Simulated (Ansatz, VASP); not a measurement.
## Li2S: VASP beside Ansatz

```
CELL_PARAMETERS angstrom
0.00000 2.84529 2.84529
2.84529 0.00000 2.84529
2.84529 2.84529 0.00000
ATOMIC_POSITIONS crystal
Li 0.25000 0.25000 0.25000
Li 0.75000 0.75000 0.75000
S 0.00000 0.00000 0.00000
```

Alike in both runs: task single point; functional PBE; k mesh 8 × 8 × 8; no spin polarisation.

|  | VASP | Ansatz |
| --- | --- | --- |
| version | VASP 6.6.1 | Ansatz 0.2.0 |
| potentials or method | VASP PAW PBE potentials, release 64 (Li_sv, S) | plane waves, PAW |
| plane-wave cutoff (eV) | 750 | 420 |
| occupations | gaussian, width 0.01 eV | fixed |
| valence electrons in the cell | 12 | 12 |

|  | VASP | Ansatz | Ansatz less VASP |
| --- | --- | --- | --- |
| gap on the k mesh at the Fermi level (eV) | 3.39 | 3.39 | +0.001 |
| pressure (GPa) | 0.2 | 0.3 | +0.13 |
